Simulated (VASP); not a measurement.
A run of VASP 6.6.1 is set up as follows.

File INCAR:

```
ALGO     = Normal         # electronic algorithm
EDIFF    = 1E-6           # SCF threshold, eV
ENCUT    = 520            # plane-wave cutoff, eV
GGA      = PS             # functional
ISIF     = 2              # what is computed and relaxed
ISMEAR   = 0              # smearing method
LASPH    = T              # aspherical terms in the spheres
LCHARG   = T              # write CHGCAR
LELF     = T              # ELF
LREAL    = F              # projectors in reciprocal space
LVHAR    = T            
LWAVE    = F              # write WAVECAR
NBANDS   = 16             # bands
NELM     = 100            # most SCF steps
PREC     = Accurate       # precision mode
SIGMA    = 0.01           # smearing width, eV
```

The input KPOINTS:

```
k-points
0
Gamma
  12 12 6
```

Contents of POSCAR:

```
AlN
1.0
    3.2930683382      0.0000000000      0.0000000000
   -1.6465341691      2.8518808373      0.0000000000
    0.0000000000      0.0000000000      4.1240426642
Al N
2 2
Direct
    0.3333333333      0.6666666667      0.7500000000
    0.6666666667      0.3333333333      0.2500000000
    0.3333333333      0.6666666667      0.2500000000
    0.6666666667      0.3333333333      0.7500000000
```

Potentials or basis: VASP PAW PBE potentials, release 64 (Al, N).

Run with:

```bash
$ cat potpaw_PBE.64/Al/POTCAR potpaw_PBE.64/N/POTCAR > POTCAR
$ mpirun -np 1 vasp_std > vasp.out
```

(1) What does it give for the band gap on the k mesh?

(2) Estimate the pressure.

Answers

(1) 3.41 eV, direct.

(2) 1.9 GPa.

Caveat: the PAW data sets were made with another functional, which shifts forces and pressure a little.
